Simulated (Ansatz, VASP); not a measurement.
## Two plane-wave programs on PdRhC6N6

```
Pd Rh C N
1.0
     0.00000    5.23060    5.23060
     5.23060    0.00000    5.23060
     5.23060    5.23060    0.00000
Pd Rh C N
1 1 6 6
Direct
  0.50000 0.50000 0.50000
  0.00000 0.00000 0.00000
  0.80837 0.19163 0.19163
  0.19163 0.80837 0.19163
  0.19163 0.19163 0.80837
  0.19163 0.80837 0.80837
  0.80837 0.19163 0.80837
  0.80837 0.80837 0.19163
  0.69728 0.30272 0.30272
  0.30272 0.69728 0.30272
  0.30272 0.30272 0.69728
  0.30272 0.69728 0.69728
  0.69728 0.30272 0.69728
  0.69728 0.69728 0.30272
```

Alike in both runs: functional PBE; k mesh 4 × 4 × 4; occupations gaussian, width 0.1 eV; collinear spin.

Ansatz relaxed the structure, and its values are those at the end. VASP's run is a single point on that final structure, the one shown.

|  | VASP | Ansatz |
| --- | --- | --- |
| version | VASP 6.6.1 | Ansatz 0.2.0 |
| potentials or method | VASP PAW PBE potentials, release 64 (Pd, Rh_pv, C, N), cutoff 520 eV | scalar-relativistic, plane waves, PAW |
| valence electrons in the cell | 79 | 89 |

Ansatz gave:

```
gap on the k mesh at the Fermi level (eV)                     : none
pressure (GPa)                                                : 0.3
rms of the force components (eV/Å)                            : 0.002
net moment per atom (μB)                                      : 0.07
size of the moment on the site where the two differ most (μB) : 0.03
```

Question: Estimate VASP's values.

Answer: gap on the k mesh at the Fermi level (eV): none; pressure (GPa): 0.6; rms of the force components (eV/Å): 0.231; net moment per atom (μB): 0.07; size of the moment on the site where the two differ most (μB): 0.05.

Site moments also hang on the region over which each program counts them. A gap of «none» marks a metal or a gap that the smearing closes. One of these differences is far larger than is usual between the two programs; its cause wasn't traced. VASP's potentials hold 79 valence electrons a cell and Ansatz's 89, so a difference there can come from the potentials and not from the codes.

Noted on VASP's run: the standard files for N, O and F lose accuracy on very short bonds.
